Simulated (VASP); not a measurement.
# Bi in VASP: single point with RPBE

Aim: the single point of Bi with RPBE.

Program: VASP 6.6.1. These are calculated values, not measurements. Logs are shortened: lines on timing, memory, paths and dates and some standing lists are left out, and cuts for length are marked.

### 1 The cell of the first run

The cell holds a single atom in a box, 1 atom: a = 14.000 Å, b = 14.400 Å, c = 14.800 Å, α = 90.00°, β = 90.00°, γ = 90.00°.

### 2 Single point, RPBE, collinear spin

INCAR

```
SYSTEM = Bi
PREC     = Accurate       ! precision mode
ENCUT    = 400            ! plane-wave cutoff, eV
EDIFF    = 1E-6           ! SCF threshold, eV
ISMEAR   = -1             ! smearing method
SIGMA    = 0.01           ! smearing width, eV
LREAL    = .False.        ! projectors in reciprocal space
LASPH    = .True.         ! aspherical terms in the spheres
NELM     = 200            ! most SCF steps
ALGO     = Normal         ! electronic algorithm
ISIF     = 2              ! what is computed and relaxed
LWAVE    = .False.        ! write WAVECAR
LCHARG   = .True.         ! write CHGCAR
ISPIN    = 2              ! spin polarisation
MAGMOM   = 5              ! initial moments
LORBIT   = 11             ! projections on sites
GGA      = RP             ! functional
LELF     = .True.         ! ELF
LVHAR    = .True.       
NBANDS   = 18             ! bands
ISYM     = 0            
GGA_COMPAT= .False.
```

KPOINTS

```
regular mesh
0
Gamma
  1 1 1
  0 0 0
```

POSCAR

```
Bi
1.0
   14.0000000000      0.0000000000      0.0000000000
    0.0000000000     14.4000000000      0.0000000000
    0.0000000000      0.0000000000     14.8000000000
Bi
1
Direct
    0.5000000000      0.5000000000      0.5000000000
```

Potentials or basis: VASP PAW PBE potentials, release 64 (Bi_d).

Command:

```
$ cat potpaw_PBE.64/Bi_d/POTCAR > POTCAR
$ mpirun -np 1 vasp_gam > vasp.out
```

OUTCAR:

```text
SYSTEM = Bi
   PREC = Accurate
   ENCUT = 400
   EDIFF = 1E-6
   ISMEAR = -1
   LREAL = .False.
   LASPH = .True.
   NELM = 200
   ISIF = 2
   ISPIN = 2
   LORBIT = 11
   GGA = RP
   ISYM = 0

 ion  position               nearest neighbor table
   1  0.500  0.500  0.500-

IMPORTANT INFORMATION: All symmetrisations will be switched off!
NOSYMM: (Re-)initialisation of all symmetry stuff for point group C_1.

----------------------------------------------------------------------------------------

                                     Primitive cell

  volume of cell :    2983.6800

  direct lattice vectors                    reciprocal lattice vectors
    14.000000000  0.000000000  0.000000000     0.071428571  0.000000000  0.000000000
     0.000000000 14.400000000  0.000000000     0.000000000  0.069444444  0.000000000
     0.000000000  0.000000000 14.800000000     0.000000000  0.000000000  0.067567568

  length of vectors
    14.000000000 14.400000000 14.800000000     0.071428571  0.069444444  0.067567568

  position of ions in fractional coordinates (direct lattice)
     0.500000000  0.500000000  0.500000000

  ion indices of the primitive-cell ions
   primitive index   ion index
                 1           1

----------------------------------------------------------------------------------------

 KPOINTS: regular mesh

Automatic generation of k-mesh.
 Grid dimensions read from file:
 generate k-points for:    1    1    1

 Generating k-lattice:

  Cartesian coordinates                     Fractional coordinates (reciprocal lattice)
     0.071428571  0.000000000  0.000000000     1.000000000  0.000000000  0.000000000
     0.000000000  0.069444444  0.000000000     0.000000000  1.000000000  0.000000000
     0.000000000  0.000000000  0.067567568     0.000000000  0.000000000  1.000000000

  Length of vectors
     0.071428571  0.069444444  0.067567568

  Shift w.r.t. Gamma in fractional coordinates (k-lattice)
     0.000000000  0.000000000  0.000000000

 Subroutine IBZKPT returns following result:
 ===========================================

 Found      1 irreducible k-points:

 Following reciprocal coordinates:
            Coordinates               Weight
  0.000000  0.000000  0.000000      1.000000
   k-points           NKPTS =      1   k-points in BZ     NKDIM =      1   number of bands    NBANDS=     18
   number of dos      NEDOS =    301   number of ions     NIONS =      1
   total plane-waves  NPLWV = 903168
   dimension x,y,z NGX =    96 NGY =   96 NGZ =   98
   dimension x,y,z NGXF=   192 NGYF=  192 NGZF=  196
   ions per type =               1
   NGX,Y,Z   is equivalent  to a cutoff of  11.40, 11.08, 11.01 a.u.
   NGXF,Y,Z  is equivalent  to a cutoff of  22.80, 22.17, 22.02 a.u.
 SYSTEM =  Bi
   PREC   = accura    normal or accurate (medium, high low for compatibility)
   ISTART =      0    job   : 0-new  1-cont  2-samecut
   ICHARG =      2    charge: 1-file 2-atom 10-const
   ISPIN  =      2    spin polarized calculation?
   LNONCOLLINEAR =      F non collinear calculations
   LSORBIT =      F    spin-orbit coupling
   LASPH  =      T    aspherical Exc in radial PAW
   ENCUT  =  400.0 eV  29.40 Ry    5.42 a.u.  22.83 23.48 24.14*2*pi/ulx,y,z
   NELM   =    200;   NELMIN=  2; NELMDL= -5     # of ELM steps
   EDIFF  = 0.1E-05   stopping-criterion for ELM
   LREAL  =      F    real-space projection
   EDIFFG = 0.1E-04   stopping-criterion for IOM
   NSW    =      0    number of steps for IOM
   IBRION =     -1    ionic relax: 0-MD 1-quasi-New 2-CG
   NFREE  =      0    steps in history (QN), initial steepest desc. (CG)
   ISIF   =      2    stress and relaxation
   ISYM   =      0    0-nonsym 1-usesym 2-fastsym
   POTIM  = 0.5000    time-step for ionic-motion
   TEBEG  =    0.0;   TEEND  =   0.0 temperature during run
   PSTRESS=    0.0 pullay stress
   NELECT =      15.0000    total number of electrons
   NUPDOWN=      -1.0000    fix difference up-down
   EMIN   =  10.00;   EMAX   =-10.00  energy-range for DOS
   EFERMI =   0.00;   METHOD = LEGACY
   ISMEAR =    -1;   SIGMA  =   0.01  broadening in eV -4-tet -1-fermi 0-gaus
   EFERMI_NEDOS =   21; number of points for ismear=-14 and -15
   IALGO  =     38    algorithm
   IMIX   =      4    mixing-type and parameters
     AMIX     =   0.40;   BMIX     =  1.00
     AMIX_MAG =   1.60;   BMIX_MAG =  1.00
  volume/ion in A,a.u.               =    2983.68     20134.87
  Fermi-wavevector in a.u.,A,eV,Ry     =   0.280449  0.529973  1.070124  0.078652
  Thomas-Fermi vector in A             =   1.129227
   LORBIT       =     11    0 simple, 1 ext, 2 COOP (PROOUT), +10 PAW based schemes
   GGA     = RP    functional components
   LHFCALC =     F    Hartree Fock is set to
   AEXX    =    0.0000 exact exchange contribution
   IVDW    =     0    specifies the selected vdW correction
   LEPSILON=     F    determine dielectric tensor
   LRPA    =     F    only Hartree local field effects (RPA)
 spin polarized calculation
  energy-cutoff  :      400.00
  volume of cell :     2983.68
 maximum number of plane-waves:     27122
 NGX is ok and might be reduce to    90
   NGX = 45   NGY = 47   NGZ = 49

 number of electron      15.0000002 magnetization       3.0000135

 Free energy of the ion-electron system (eV)
  ---------------------------------------------------
  ext. energy  EPLUGINS =         0.00000000
  ---------------------------------------------------
  free energy    TOTEN  =        -1.44952887 eV

  energy without entropy =       -1.44952887  energy(sigma->0) =       -1.44952887

 E-fermi :  -4.6861     XC(G=0):  -0.3505

 val. band max:       -5.0189298238   @ k =   0.0000   0.0000   0.0000
 cond. band min:      -3.1562488396   @ k =   0.0000   0.0000   0.0000
 fundamental gap:      1.8626809841
 Fermi energy:        -4.6860848241

 spin component 1

 k-point     1 :       0.0000    0.0000    0.0000
  band No.  band energies     occupation
      1     -26.7891      1.00000
      2     -26.7890      1.00000
      3     -26.7890      1.00000
      4     -26.7890      1.00000
      5     -26.7890      1.00000
      6     -14.7800      1.00000
[... 10 lines left out ...]
     17       0.7419      0.00000
     18       0.7547      0.00000
 Fermi energy:        -4.6860848241

 spin component 2

 k-point     1 :       0.0000    0.0000    0.0000
  band No.  band energies     occupation
      1     -26.5012      1.00000
      2     -26.5012      1.00000
      3     -26.5012      1.00000
      4     -26.5012      1.00000
      5     -26.5011      1.00000
      6     -13.1151      1.00000
[... 10 lines left out ...]
     17       1.4217      0.00000
     18       1.4553      0.00000

------------------------ aborting loop because EDIFF is reached ----------------------------------------

  FORCE on cell =-STRESS in cart. coord.  units (eV):
  Direction    XX          YY          ZZ          XY          YZ          ZX
  --------------------------------------------------------------------------------------
  -------------------------------------------------------------------------------------
  Total       -0.0277167     -0.0243534     -0.0250611     -0.0000001      0.0000002      0.0000001
  in kB       -0.0148833     -0.0130773     -0.0134573     -0.0000001      0.0000001      0.0000001
  external PRESSURE =      -0.0138060 kB  Pullay stress =       0.0000000 kB

 VOLUME and BASIS-vectors are now :
 -----------------------------------------------------------------------------
  energy-cutoff  :      400.00
  volume of cell :     2983.68
      direct lattice vectors                 reciprocal lattice vectors
    14.000000000  0.000000000  0.000000000     0.071428571  0.000000000  0.000000000
     0.000000000 14.400000000  0.000000000     0.000000000  0.069444444  0.000000000
     0.000000000  0.000000000 14.800000000     0.000000000  0.000000000  0.067567568

 POSITION                                       TOTAL-FORCE (eV/Angst)
 -----------------------------------------------------------------------------------
      7.00000      7.20000      7.40000         0.000000      0.000000      0.000001
 -----------------------------------------------------------------------------------
    total drift:                                0.000000      0.000000      0.000001

  FREE ENERGIE OF THE ION-ELECTRON SYSTEM (eV)
  ---------------------------------------------------
  free  energy   TOTEN  =        -1.4495288654 eV

  energy  without entropy=       -1.4495288654  energy(sigma->0) =       -1.44952887

 total charge

# of ion       s       p       d       tot
------------------------------------------
    1        1.537   1.291   9.880  12.707

 magnetization (x)

# of ion       s       p       d       tot
------------------------------------------
    1        0.004   1.291  -0.003   1.291
```

stdout:

```text
POSCAR found type information on POSCAR Bi
 POSCAR found :  1 types and       1 ions
 scaLAPACK will be used
 -----------------------------------------------------------------------------
|                                                                             |
|                                                                             |
|     You enforced a specific xc type in the INCAR file but a different       |
|     I HOPE YOU KNOW WHAT YOU ARE DOING!                                     |
|                                                                             |
 -----------------------------------------------------------------------------

 LDA part: xc-table for (Slater+PW92), standard interpolation
 POSCAR, INCAR and KPOINTS ok, starting setup
 FFT: planning ... GRIDC
 FFT: planning ... GRID_SOFT
 FFT: planning ... GRID
 WAVECAR not read
 entering main loop
```

It took 6.9 min on 1 thread of Intel Xeon Platinum 8259CL at 2.50GHz (Skylake/Cascade Lake), shared host; peak memory 1.9 GiB.

What came out:

* Free energy: -1.4495 eV
* Pressure: 0.0 GPa
* Band gap on the k mesh: 1.86 eV
* Net moment: 3.00 μB per cell
* Site moments: Bi +1.29 μB
* Valence electrons inside the program's atomic spheres: Bi 12.71

Levels at points of the mesh, in eV from the valence-band top:
Spin up:
| k point | band 6 | band 7 | band 8 | band 9 | band 10 | band 11 | band 12 | band 13 |
| --- | --- | --- | --- | --- | --- | --- | --- | --- |
| (0.00, 0.00, 0.00) | -9.76 | 0.00 | 0.00 | 0.00 | 4.28 | 5.36 | 5.36 | 5.39 |
Spin down:
```tsv
k point	band 4	band 5	band 6	band 7	band 8	band 9
(0.00, 0.00, 0.00)	-21.48	-21.48	-8.10	1.86	1.86	1.86
```

Caveat: the PAW data sets were made with another functional, which shifts forces and pressure a little; spin-orbit coupling is left out, which moves the levels of the heavy elements.
